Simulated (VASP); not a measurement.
Ti2NbC3:

```
Ti Nb C
1.0
     3.66137    0.00000    0.00000
    -1.83069    3.17084    0.00000
     0.00000    0.00000    6.84337
Ti Nb C
2 1 3
Direct
  0.66667 0.33333 0.23545
  0.66667 0.33333 0.76455
  0.00000 0.00000 0.00000
  0.00000 0.00000 0.50000
  0.33333 0.66667 0.00000
  0.33333 0.66667 0.50000
```

- Program: VASP 6.6.1
- Task: relaxation of cell and atoms
- Functional: PBE
- Potentials or basis: VASP PAW PBE potentials, release 64 (Ti_sv, Nb_sv, C)
- Cutoff: 600 eV
- k mesh: 6 × 6 × 4
- Occupations: gaussian, width 0.1 eV
- Spin: no spin polarisation

At the start: pressure -11.9 GPa; volume 13.24 Å³/atom.

Q: Where does the relaxation end?

A: Over 19 steps the energy falls by 746.3 meV/atom and the volume is 12.48 Å³/atom (-5.7 %); space group P-6m2 (No. 187, to 0.05 Å).

Step by step:
```
step  energy change (eV)  largest force (eV/Å)  pressure (GPa)  volume (Å³)
   1              0.0000                3.5342          -11.88        79.45
   2             -1.6722                4.3468            4.17        68.67
   3             -1.9153                3.8525           41.06        58.72
   4             -2.0810                4.5192           22.28        62.67
   5             -2.8710                3.0915           23.53        62.23
   6             -3.2039                0.1887           27.94        61.77
   7             -3.7425                0.1398           12.06        65.94
   8             -3.8741                0.2565           -7.71        73.89
   9             -3.9324                0.1667           -2.15        71.17
  10             -3.9331                0.1604           -1.53        70.88
  11             -4.0315                0.2571           -1.35        71.19
  12             -4.2871                0.8176           -0.45        72.00
  13             -4.2606                1.2692            3.22        73.17
  14             -4.3799                1.0911            0.91        72.61
  15             -4.4452                0.6089            1.34        73.44
  16             -4.4647                0.1698            1.93        74.12
  17             -4.4753                0.1214           -1.29        75.43
  18             -4.4767                0.1329           -0.50        75.09
  19             -4.4777                0.0197            0.11        74.89
```

Final structure:
```
Ti Nb C
1.0
     3.35683    0.00000    0.00000
    -1.67841    2.90710    0.00000
     0.00000    0.00000    7.67421
Ti Nb C
2 1 3
Direct
  0.66667 0.33333 0.33434
  0.66667 0.33333 0.66566
  0.00000 0.00000 0.00000
  0.00000 0.00000 0.50000
  0.33333 0.66667 0.00000
  0.33333 0.66667 0.50000
```
